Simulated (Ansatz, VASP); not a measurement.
Two plane-wave programs on Te2Mo

```
CELL_PARAMETERS angstrom
3.50388 0.00000 0.00000
-1.75194 3.03445 0.00000
0.00000 0.00000 24.76772
ATOMIC_POSITIONS crystal
Te 0.33333 0.66667 0.18169
Te 0.33333 0.66667 0.32841
Te 0.83333 0.00000 0.47497
Te 0.83333 0.00000 0.62168
Mo 0.66667 0.33333 0.25505
Mo 0.50000 0.33333 0.54833
```

Alike in both runs: task single point; functional PBE; dispersion D3(BJ); k mesh 9 × 9 × 1; occupations gaussian, width 0.05 eV; no spin polarisation.

|  | VASP | Ansatz |
| --- | --- | --- |
| version | VASP 6.6.1 | Ansatz 0.2.0 |
| potentials or method | VASP PAW PBE potentials, release 64 (Te, Mo_sv), cutoff 520 eV | scalar-relativistic, plane waves, PAW |
| valence electrons in the cell | 52 | 92 |

Ansatz gave:

```
gap on the k mesh at the Fermi level (eV) : 1.12
least direct gap on the mesh (eV)         : 1.16
rms of the force components (eV/Å)        : 0.015
```

Estimate VASP's values.

gap on the k mesh at the Fermi level (eV): 1.12; least direct gap on the mesh (eV): 1.16; rms of the force components (eV/Å): 0.018.

VASP's potentials hold 52 valence electrons a cell and Ansatz's 92, so a difference there can come from the potentials and not from the codes. Ansatz's warnings: xc potential rough in thin density.

Spin-orbit coupling is off throughout.
